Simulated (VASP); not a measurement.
**InSe: single point with BLYP**

Crystal: InSe.

```
In Se
1.0
     1.95917    1.13113    8.26771
    -1.95917    1.13113    8.26771
     0.00000   -2.26226    8.26771
In Se
2 2
Direct
  0.88860 0.88860 0.88860
  0.00000 0.00000 0.00000
  0.17190 0.17190 0.17190
  0.38350 0.38350 0.38350
```

* Program: VASP 6.6.1
* Task: single point
* Functional: BLYP
* Potentials or basis: VASP PAW PBE potentials, release 64 (In_d, Se)
* Cutoff: 520 eV
* k mesh: 8 × 8 × 8
* Occupations: fermi-dirac, width 0.05 eV
* Spin: no spin polarisation
* Dipole correction: no
* Further INCAR settings: ALGO = Normal; EDIFF = 1e-06; NBANDS = 27

The pressure is 10.2 GPa. The largest force is 0.966 eV/Å and the band gap on the k mesh is 0.57 eV.

Forces in eV/Å, atoms in the order of the input:
```
In   0.000  0.000  0.745
In   0.000  0.000 -0.737
Se   0.000  0.000 -0.966
Se   0.000  0.000  0.958
```

Stress tensor (GPa, compression positive):
```
11.14  0.00  0.00
 0.00 11.14  0.00
 0.00  0.00  8.34
```

Levels at points of the mesh, in eV from the valence-band top:
```tsv
k point	band 15	band 16	band 17	band 18	band 19	band 20	band 21	band 22	band 23	band 24
(0.00, 0.00, 0.00)	-1.66	-1.38	-1.38	-1.28	-1.28	1.82	2.29	4.43	4.43	5.33
(0.50, 0.00, 0.00)	-3.70	-2.56	-2.50	-2.40	-1.80	1.24	2.07	3.72	4.11	4.92
(0.50, 0.50, 0.00)	-3.43	-2.85	-2.69	-2.19	-1.63	1.22	2.07	3.36	3.70	4.46
(0.50, 0.50, 0.50)	-1.46	-1.46	-1.20	-1.20	0.00	0.57	2.29	4.34	4.34	5.71
```

It took 11 min on 1 thread of Intel(R) Xeon(R) 6975P-C (Granite Rapids) (shared host), peak memory 0.61 GiB.

Caveat: the cell stands under pressure; semilocal functionals underestimate gaps, and a narrow one can read as zero; the PAW data sets were made with another functional, which shifts forces and pressure a little; spin-orbit coupling is left out, which moves the levels of the heavy elements. BLYP gaps usually lie below the measured ones, often by a third to a half.
